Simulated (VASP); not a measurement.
Wanted: the native input for a VASP 6.6.1 run.

```
Task                   : single point
Functional             : PBE
Potentials or basis    : VASP PAW PBE potentials, release 64 (Zn, Ir, C, N)
Cutoff                 : 520 eV
k mesh                 : 4 × 4 × 4
Occupations            : gaussian, width 0.1 eV
Spin                   : collinear spin
Starting moments       : [0.0, 1.0, 0.0, 0.0, 0.0, 0.0, 0.0, 0.0, 0.0, 0.0] μB
Dipole correction      : no
Further INCAR settings : ALGO = Normal; EDIFF = 1e-06; NBANDS = 44
```

The structure of ZnIrC4N4 lies in POSCAR:

```
ZnIrC4N4
1.0
    5.8983853350      0.0000000000      0.0000000000
    0.0000000000      5.8983853350      0.0000000000
    0.0000000000      0.0000000000      5.8983853350
Zn Ir C N
1 1 4 4
Direct
    0.5000000000      0.5000000000      0.5000000000
    0.0000000000      0.0000000000      0.0000000000
    0.1930454512      0.1930454512      0.1930454512
    0.1930454512      0.8069545488      0.8069545488
    0.8069545488      0.1930454512      0.8069545488
    0.8069545488      0.8069545488      0.1930454512
    0.3078729203      0.3078729203      0.3078729203
    0.3078729203      0.6921270797      0.6921270797
    0.6921270797      0.3078729203      0.6921270797
    0.6921270797      0.6921270797      0.3078729203
```

These files were run (other wordings do the same):

INCAR

```
  ALGO = Normal
  EDIFF = 1E-6
  ENCUT = 520
  GGA = PE
  ISIF = 2
  ISMEAR = 0
  ISPIN = 2
  LASPH = T
  LCHARG = F
  LMAXMIX = 4
  LORBIT = 11
  LREAL = F
  LWAVE = F
  MAGMOM = 0 1 0 0 0 0 0 0 0 0
  NBANDS = 44
  NELM = 150
  PREC = Accurate
  SIGMA = 0.1
```

KPOINTS

```
k-points
0
Gamma
  4 4 4
```

Potentials or basis: VASP PAW PBE potentials, release 64 (Zn, Ir, C, N).

Launch:

```bash
$ cat potpaw_PBE.64/Zn/POTCAR potpaw_PBE.64/Ir/POTCAR potpaw_PBE.64/C/POTCAR potpaw_PBE.64/N/POTCAR > POTCAR
$ mpirun -np 1 vasp_std > vasp.out
```

Results of the run:

| Item | Value |
| --- | --- |
| Pressure | 0.6 GPa |
| Largest force | 0.292 eV/Å |
| Band gap on the k mesh | 0.46 eV (least direct gap 0.70 eV) |
| Net moment | 3.00 μB per cell |
| Site moments | Zn +0.02; Ir +1.48; C +0.04; N +0.13 μB |
| Valence electrons inside the program's atomic spheres | Zn 10.85; Ir 8.61; C 2.58; N 3.89 |

Caveat: spin-orbit coupling is left out, which moves the levels of the heavy elements.

It took 5.3 min on 1 thread of Intel(R) Xeon(R) Platinum 8259CL CPU @ 2.50GHz (Skylake/Cascade Lake) (shared host), peak memory 0.48 GiB.
